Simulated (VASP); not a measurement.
ZrTiN, 6 atoms in the cell. Symmetry: P4/nmm, No. 129, tetragonal system. Conventional cell: a = 3.252 Å, b = 3.252 Å, c = 8.053 Å, α = 90.00°, β = 90.00°, γ = 90.00°. Within 3.0 Å of Zr (site symmetry 4mm) lie 5 N at 2.27 to 2.30 Å. Ti (site symmetry 4mm) has 1 N at 2.06 Å and 4 Ti at 2.79 Å within 2.8 Å. Within 2.7 Å of N (site symmetry 4mm) lie 1 Ti at 2.06 Å and 5 Zr at 2.27 to 2.30 Å. 

* Program: VASP 6.6.1
* Task: single point
* Functional: PBE
* Potentials or basis: VASP PAW PBE potentials, release 64 (Zr_sv, Ti_sv, N)
* Cutoff: 520 eV
* k mesh: 12 × 12 × 6
* Occupations: gaussian, width 0.1 eV
* Spin: no spin polarisation
* Dipole correction: no
* k mesh for the DOS: 18 × 18 × 9
* Occupations for the DOS: tetrahedron
* Further INCAR settings: ALGO = Normal; EDIFF = 1e-06; NBANDS = 38

Potentials or basis: VASP PAW PBE potentials, release 64 (Zr_sv, Ti_sv, N).

Command:

```sh
$ cat potpaw_PBE.64/Zr_sv/POTCAR potpaw_PBE.64/Ti_sv/POTCAR potpaw_PBE.64/N/POTCAR > POTCAR
$ cp INCAR.step1 INCAR
$ cp KPOINTS.step1 KPOINTS
$ mpirun -np 1 vasp_std > vasp.out
$ cp INCAR.step2 INCAR
$ cp KPOINTS.step2 KPOINTS
$ mpirun -np 1 vasp_std > vasp.out
```

Hardware: 1 thread of Intel(R) Xeon(R) Platinum 8259CL CPU @ 2.50GHz (Skylake/Cascade Lake) (shared host).

Estimate the wall time of this run.

Wall time 16 min on 1 thread of Intel(R) Xeon(R) Platinum 8259CL CPU @ 2.50GHz (Skylake/Cascade Lake), with other jobs on the host, peak memory 0.76 GiB. Counts: k points 275.
